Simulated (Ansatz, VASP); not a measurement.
SiC: VASP beside Ansatz

The input INCAR:

```
SYSTEM = SiC
PREC     = Accurate       ! precision mode
ENCUT    = 600            ! plane-wave cutoff, eV
EDIFF    = 1E-7           ! SCF threshold, eV
ISMEAR   = 0              ! smearing method
SIGMA    = 0.01           ! smearing width, eV
LREAL    = .FALSE.        ! projectors in reciprocal space
LASPH    = .TRUE.         ! aspherical terms in the spheres
NELM     = 100            ! most SCF steps
ALGO     = Normal         ! electronic algorithm
ISIF     = 3              ! what is computed and relaxed
LWAVE    = .FALSE.        ! write WAVECAR
LCHARG   = .FALSE.        ! write CHGCAR
GGA      = PE             ! functional
IBRION   = 2              ! ionic algorithm
NSW      = 80             ! ionic steps
EDIFFG   = -0.001         ! ionic threshold
```

KPOINTS

```
regular mesh
0
G
  10 10 6
  0 0 0
```

File POSCAR:

```
SiC
1.0
    3.0760000000      0.0000000000      0.0000000000
   -1.5380000000      2.6638941420      0.0000000000
    0.0000000000      0.0000000000      5.0480000000
Si C
2 2
Direct
    0.3333333333      0.6666666667      0.0000000000
    0.6666666667      0.3333333333      0.5000000000
    0.3333333333      0.6666666667      0.3850000000
    0.6666666667      0.3333333333      0.8850000000
```

Input for Ansatz:

```yaml
crystal:
  lattice:
    - [3.076, 0.0, 0.0]
    - [-1.538, 2.663894142, 0.0]
    - [0.0, 0.0, 5.048]
  atoms:
    - { symbol: Si, position: [0.3333333333, 0.6666666667, 0.0] }
    - { symbol: Si, position: [0.6666666667, 0.3333333333, 0.5] }
    - { symbol: C, position: [0.3333333333, 0.6666666667, 0.385] }
    - { symbol: C, position: [0.6666666667, 0.3333333333, 0.885] }
scf:
  occupations: { method: fixed }
output:
  forces: true
  stress: true
  eigenvalues: true
  write_density: true
  write_potential: true
  elf: true
  volumetric_format: npy
hamiltonian:
  xc: pbe
relax:
  f_tol: 0.001
  max_steps: 60
  cell: { stress_tol: 0.03 }
kpoints:
  mp_grid: { grid: [10, 10, 6] }
```

Alike in both runs: task relaxation of cell and atoms; functional PBE; k mesh 10 × 10 × 6; no spin polarisation.

|  | VASP | Ansatz |
| --- | --- | --- |
| version | VASP 6.6.1 | Ansatz 0.2.0 |
| potentials or method | VASP PAW PBE potentials, release 64 (Si, C) | scalar-relativistic, plane waves, PAW |
| plane-wave cutoff (eV) | 600 | 420 |
| occupations | gaussian, width 0.01 eV | fixed |
| valence electrons in the cell | 16 | 16 |

Ansatz gave:

- gap on the k mesh at the Fermi level, each at its own relaxed structure (eV): 2.46
- relaxed volume (Å³/atom): 10.50
- relaxed cell length with the largest relative difference (Å): 3.092

What did VASP give for the same quantities?

gap on the k mesh at the Fermi level, each at its own relaxed structure (eV): 2.46; relaxed volume (Å³/atom): 10.49; relaxed cell length with the largest relative difference (Å): 3.091.
